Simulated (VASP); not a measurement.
# Se (P3_121) in VASP: notebook, part 2 of 2

VASP 6.6.1. The steps go on from the part before.

## (3) Single point, r2SCAN

This run uses another cell than the first one, of 29.24 Å³/atom, 1.002 times its volume.

POSCAR reads:

```
Se
1.0
    4.5056505517      0.0000000000      0.0000000000
   -2.2528252759      3.9020078384      0.0000000000
    0.0000000000      0.0000000000      4.9892844630
Se
3
Direct
    0.2169311931      0.0000000000      0.3333333333
    0.0000000000      0.2169311931      0.6666666667
    0.7830688069      0.7830688069      0.0000000000
```

INCAR.step1 reads:

```
  PREC = Accurate
  ENCUT = 520
  ISMEAR = 0
  SIGMA = 0.02
  LREAL = F
  LASPH = T
  NELM = 100
  NBANDS = 16
  GGA = PE
  ALGO = Normal
  EDIFF = 1E-4
  LWAVE = T
  LCHARG = F
```

INCAR.step2 reads:

```
  PREC = Accurate
  ENCUT = 520
  EDIFF = 1E-6
  ISMEAR = 0
  SIGMA = 0.02
  LREAL = F
  LASPH = T
  NELM = 100
  ALGO = Normal
  ISIF = 2
  LWAVE = F
  LCHARG = F
  METAGGA = R2SCAN
  LMIXTAU = T
  NBANDS = 16
  ISTART = 1
```

KPOINTS reads:

```
regular mesh
0
Gamma
  9 9 6
```

Potentials or basis: VASP PAW PBE potentials, release 64 (Se).

Command:

```console
> cat potpaw_PBE.64/Se/POTCAR > POTCAR
> cp INCAR.step1 INCAR
> mpirun -np 1 vasp_std > vasp.out
> cp INCAR.step2 INCAR
> mpirun -np 1 vasp_std > vasp.out
```

OUTCAR:

```text
PREC = Accurate
   ENCUT = 520
   EDIFF = 1E-6
   ISMEAR = 0
   LREAL = F
   LASPH = T
   NELM = 100
   ISIF = 2
   METAGGA = R2SCAN
   ISTART = 1

 ion  position               nearest neighbor table
   1  0.217  0.000  0.333-   3 2.37   2 2.37
   2  0.000  0.217  0.667-   3 2.37   1 2.37
   3  0.783  0.783  0.000-   1 2.37   2 2.37

  LATTYP: Found a hexagonal cell.
 ALAT       =     4.5056505517
 C/A-ratio  =     1.1073394187

  Lattice vectors:

 A1 = (   4.5056505517,   0.0000000000,   0.0000000000)
 A2 = (  -2.2528252759,   3.9020078384,   0.0000000000)
 A3 = (   0.0000000000,   0.0000000000,   4.9892844630)

Analysis of symmetry for initial positions (statically):
=====================================================================
 Subroutine PRICEL returns:
 Original cell was already a primitive cell.

 Routine SETGRP: Setting up the symmetry group for a
 hexagonal supercell.

 Subroutine GETGRP returns: Found  6 space group operations
 (whereof  2 operations were pure point group operations)
 out of a pool of 24 trial point group operations.

The static configuration has the point symmetry C_2 .
 The point group associated with its full space group is D_3 .

Analysis of symmetry for dynamics (positions and initial velocities):
=====================================================================
 Subroutine PRICEL returns:
 Original cell was already a primitive cell.

 Routine SETGRP: Setting up the symmetry group for a
 hexagonal supercell.

 Subroutine GETGRP returns: Found  6 space group operations
 (whereof  2 operations were pure point group operations)
 out of a pool of 24 trial point group operations.

The dynamic configuration has the point symmetry C_2 .
 The point group associated with its full space group is D_3 .

 Subroutine INISYM returns: Found  6 space group operations
 (whereof  2 operations are pure point group operations),
 and found     1 'primitive' translations

----------------------------------------------------------------------------------------

                                     Primitive cell

  volume of cell :      87.7170

  direct lattice vectors                    reciprocal lattice vectors
     4.505650552  0.000000000  0.000000000     0.221943533  0.128139158  0.000000000
    -2.252825276  3.902007838  0.000000000     0.000000000  0.256278317  0.000000000
     0.000000000  0.000000000  4.989284463     0.000000000  0.000000000  0.200429542

  length of vectors
     4.505650552  4.505650552  4.989284463     0.256278317  0.256278317  0.200429542

  position of ions in fractional coordinates (direct lattice)
     0.216931193  0.000000000  0.333333333
     0.000000000  0.216931193  0.666666667
     0.783068807  0.783068807  0.000000000

  ion indices of the primitive-cell ions
   primitive index   ion index
                 1           1
                 2           2
                 3           3

----------------------------------------------------------------------------------------

 KPOINTS: regular mesh

Automatic generation of k-mesh.
 Grid dimensions read from file:
 generate k-points for:    9    9    6

 Generating k-lattice:

  Cartesian coordinates                     Fractional coordinates (reciprocal lattice)
     0.024660393  0.014237684  0.000000000     0.111111111  0.000000000  0.000000000
     0.000000000  0.028475369  0.000000000     0.000000000  0.111111111  0.000000000
     0.000000000  0.000000000  0.033404924     0.000000000  0.000000000  0.166666667

  Length of vectors
     0.028475369  0.028475369  0.033404924

  Shift w.r.t. Gamma in fractional coordinates (k-lattice)
     0.000000000  0.000000000  0.000000000

 Subroutine IBZKPT returns following result:
 ===========================================

 Found     62 irreducible k-points:

 Following reciprocal coordinates:
            Coordinates               Weight
  0.000000  0.000000  0.000000      1.000000
  0.111111 -0.000000  0.000000      6.000000
  0.222222 -0.000000  0.000000      6.000000
  0.333333  0.000000  0.000000      6.000000
  0.444444 -0.000000  0.000000      6.000000
  0.111111  0.111111  0.000000      6.000000
[... 16 lines left out ...]
  0.222222  0.111111  0.166667     12.000000
 -0.111111  0.333333  0.166667     12.000000
 [... further k-points ...]
   k-points           NKPTS =     62   k-points in BZ     NKDIM =     62   number of bands    NBANDS=     16
   number of dos      NEDOS =    301   number of ions     NIONS =      3
   total plane-waves  NPLWV =  51840
   dimension x,y,z NGX =    36 NGY =   36 NGZ =   40
   dimension x,y,z NGXF=    72 NGYF=   72 NGZF=   80
   ions per type =               3
   NGX,Y,Z   is equivalent  to a cutoff of  13.28, 13.28, 13.33 a.u.
   NGXF,Y,Z  is equivalent  to a cutoff of  26.57, 26.57, 26.66 a.u.
 SYSTEM =  unknown system
   PREC   = accura    normal or accurate (medium, high low for compatibility)
   ISTART =      1    job   : 0-new  1-cont  2-samecut
   ICHARG =      0    charge: 1-file 2-atom 10-const
   ISPIN  =      1    spin polarized calculation?
   LNONCOLLINEAR =      F non collinear calculations
   LSORBIT =      F    spin-orbit coupling
   LASPH  =      T    aspherical Exc in radial PAW
   ENCUT  =  520.0 eV  38.22 Ry    6.18 a.u.   8.38  8.38  9.28*2*pi/ulx,y,z
   NELM   =    100;   NELMIN=  2; NELMDL=  0     # of ELM steps
   EDIFF  = 0.1E-05   stopping-criterion for ELM
   LREAL  =      F    real-space projection
   EDIFFG = 0.1E-04   stopping-criterion for IOM
   NSW    =      0    number of steps for IOM
   IBRION =     -1    ionic relax: 0-MD 1-quasi-New 2-CG
   NFREE  =      0    steps in history (QN), initial steepest desc. (CG)
   ISIF   =      2    stress and relaxation
   ISYM   =      2    0-nonsym 1-usesym 2-fastsym
   POTIM  = 0.5000    time-step for ionic-motion
   TEBEG  =    0.0;   TEEND  =   0.0 temperature during run
   PSTRESS=    0.0 pullay stress
   NELECT =      18.0000    total number of electrons
   NUPDOWN=      -1.0000    fix difference up-down
   EMIN   =  10.00;   EMAX   =-10.00  energy-range for DOS
   EFERMI =   0.00;   METHOD = LEGACY
   ISMEAR =     0;   SIGMA  =   0.02  broadening in eV -4-tet -1-fermi 0-gaus
   EFERMI_NEDOS =   21; number of points for ismear=-14 and -15
   IALGO  =     38    algorithm
   IMIX   =      4    mixing-type and parameters
     AMIX     =   0.40;   BMIX     =  1.00
     AMIX_MAG =   1.60;   BMIX_MAG =  1.00
  volume/ion in A,a.u.               =      29.24       197.31
  Fermi-wavevector in a.u.,A,eV,Ry     =   0.965616  1.824749 12.686261  0.932414
  Thomas-Fermi vector in A             =   2.095348
   LORBIT       =      0    0 simple, 1 ext, 2 COOP (PROOUT), +10 PAW based schemes
   METAGGA = R2SCAN    functional components
   LHFCALC =     F    Hartree Fock is set to
   AEXX    =    0.0000 exact exchange contribution
   IVDW    =     0    specifies the selected vdW correction
   LEPSILON=     F    determine dielectric tensor
   LRPA    =     F    only Hartree local field effects (RPA)
 non-spin polarized calculation
 Gauss-broadening in eV      SIGMA  =   0.02
  energy-cutoff  :      520.00
  volume of cell :       87.72
 maximum number of plane-waves:      2401
 NGX is ok and might be reduce to    36
   NGX = 17   NGY = 17   NGZ = 19

 number of electron      18.0000000 magnetization

 Free energy of the ion-electron system (eV)
  ---------------------------------------------------
  ext. energy  EPLUGINS =         0.00000000
  ---------------------------------------------------
  free energy    TOTEN  =       -42.92820897 eV

  energy without entropy =      -42.92820897  energy(sigma->0) =      -42.92820897

 E-fermi :   1.8820     XC(G=0):  -8.9187

 val. band max:        1.7322981294   @ k =   0.4444   0.1111   0.5000
 cond. band min:       3.0661280748   @ k =   0.3333   0.3333   0.5000
 fundamental gap:      1.3338299454
 Fermi energy:         1.8820241826

 k-point     1 :       0.0000    0.0000    0.0000
  band No.  band energies     occupation
      1     -14.4969      2.00000
      2     -10.2883      2.00000
      3     -10.2883      2.00000
      4      -2.2418      2.00000
      5      -2.2418      2.00000
      6      -1.9128      2.00000
[... 433 lines left out ...]
      3      -9.4879      2.00000
      4      -3.1768      2.00000
      5      -2.9744      2.00000
      6      -1.6338      2.00000
[... 8 lines left out ...]
     15      10.2251      0.00000
     16      11.3768      0.00000

 [... further k-points ...]

------------------------ aborting loop because EDIFF is reached ----------------------------------------

  FORCE on cell =-STRESS in cart. coord.  units (eV):
  Direction    XX          YY          ZZ          XY          YZ          ZX
  --------------------------------------------------------------------------------------
  -------------------------------------------------------------------------------------
  Total        0.0237828      0.0237828      0.0293533     -0.0000000      0.0000000     -0.0000000
  in kB        0.4344006      0.4344006      0.5361465     -0.0000000      0.0000000     -0.0000000
  external PRESSURE =       0.4683159 kB  Pullay stress =       0.0000000 kB

 VOLUME and BASIS-vectors are now :
 -----------------------------------------------------------------------------
  energy-cutoff  :      520.00
  volume of cell :       87.72
      direct lattice vectors                 reciprocal lattice vectors
     4.505650552  0.000000000  0.000000000     0.221943533  0.128139158  0.000000000
    -2.252825276  3.902007838  0.000000000     0.000000000  0.256278317  0.000000000
     0.000000000  0.000000000  4.989284463     0.000000000  0.000000000  0.200429542

 POSITION                                       TOTAL-FORCE (eV/Angst)
 -----------------------------------------------------------------------------------
      0.97742      0.00000      1.66309         0.019211     -0.000000      0.000000
     -0.48871      0.84647      3.32619        -0.009605      0.016637     -0.000000
      1.76412      3.05554      0.00000        -0.009605     -0.016637      0.000000
 -----------------------------------------------------------------------------------
    total drift:                                0.000000      0.000001     -0.000000

  FREE ENERGIE OF THE ION-ELECTRON SYSTEM (eV)
  ---------------------------------------------------
  free  energy   TOTEN  =       -42.9282089683 eV

  energy  without entropy=      -42.9282089683  energy(sigma->0) =      -42.92820897
```

Run time: 7.7 min. Hardware: 1 thread of AMD EPYC 7R43 (Zen 3), shared host; peak memory 0.22 GiB.

Results:

```
Free energy            : -42.9282 eV
Pressure               : 0.0 GPa
Largest force          : 0.019 eV/Å
Band gap on the k mesh : 1.33 eV, indirect (least direct gap 1.58 eV)
```

Forces in eV/Å, atoms in the order of the input:
```
Se   0.019  0.000  0.000
Se  -0.010  0.017  0.000
Se  -0.010 -0.017  0.000
```

Caveat: the PAW data sets were made with another functional, which shifts forces and pressure a little. A k mesh can miss the band edges.
